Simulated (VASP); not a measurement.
B, 1 atom in the cell. It takes space group Pm-3m (No. 221, cubic). Conventional cell: a = 1.884 Å, b = 1.884 Å, c = 1.884 Å, α = 90.00°, β = 90.00°, γ = 90.00°. Within 2.5 Å of B (site symmetry m-3m) lie 6 B at 1.88 Å. 

```yaml
Program: VASP 6.6.1
Task: single point
Functional: r2SCAN
Potentials_or_basis: VASP PAW PBE potentials, release 64 (B)
Cutoff: 520 eV
k_mesh: 16 × 16 × 16
Occupations: fermi-dirac, width 0.1 eV
Spin: no spin polarisation
Dipole_correction: no
Further_INCAR_settings: ALGO = Normal; EDIFF = 1e-06; NBANDS = 8
```

Potentials or basis: VASP PAW PBE potentials, release 64 (B).

Command:

```bash
$ cat potpaw_PBE.64/B/POTCAR > POTCAR
$ cp INCAR.step1 INCAR
$ mpirun -np 1 vasp_std > vasp.out
$ cp INCAR.step2 INCAR
$ mpirun -np 1 vasp_std > vasp.out
```

Hardware: 1 thread of Intel(R) Xeon(R) Platinum 8259CL CPU @ 2.50GHz (Skylake/Cascade Lake), on a shared host.

How long does it take, and how much memory?

It took 9.2 s on 1 thread of Intel(R) Xeon(R) Platinum 8259CL CPU @ 2.50GHz (Skylake/Cascade Lake) (shared host), peak memory 0.11 GiB. Counts: k points 165.
